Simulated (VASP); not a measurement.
Wanted: the native input for a VASP 6.6.1 run.

```
Task                   : single point
Functional             : PBE
Potentials or basis    : VASP PAW PBE potentials, release 64 (Bi_d, Os)
Cutoff                 : 520 eV
k mesh                 : 10 × 10 × 10
Occupations            : gaussian, width 0.1 eV
Spin                   : no spin polarisation
Dipole correction      : no
Further INCAR settings : ALGO = Fast; EDIFF = 1e-06; NBANDS = 34
```

The structure of Bi3Os lies in POSCAR:

```
Bi3Os
1.0
    4.6720502132      0.0000000000      0.0000000000
    0.0000000000      4.6720502132      0.0000000000
    0.0000000000      0.0000000000      4.6720502132
Bi Os
3 1
Direct
    0.0000000000      0.5000000000      0.5000000000
    0.5000000000      0.0000000000      0.5000000000
    0.5000000000      0.5000000000      0.0000000000
    0.0000000000      0.0000000000      0.0000000000
```

These files were run (other wordings do the same):

INCAR

```
  ALGO = Fast
  EDIFF = 1E-6
  ENCUT = 520
  GGA = PE
  ISIF = 2
  ISMEAR = 0
  LASPH = T
  LCHARG = T
  LELF = T
  LREAL = F
  LVHAR = T
  LWAVE = F
  NBANDS = 34
  NELM = 60
  PREC = Accurate
  SIGMA = 0.1
```

KPOINTS

```
k-points
0
Gamma
  10 10 10
```

Potentials or basis: VASP PAW PBE potentials, release 64 (Bi_d, Os).

Run with:

```bash
$ cat potpaw_PBE.64/Bi_d/POTCAR potpaw_PBE.64/Os/POTCAR > POTCAR
$ mpirun -np 1 vasp_std > vasp.out
```

It gave:

| Item | Value |
| --- | --- |
| Pressure | -0.1 GPa |

It took 2.9 min on 1 thread of Intel(R) Xeon(R) Platinum 8124M CPU @ 3.00GHz (Skylake/Cascade Lake), on a shared host, peak memory 0.32 GiB.
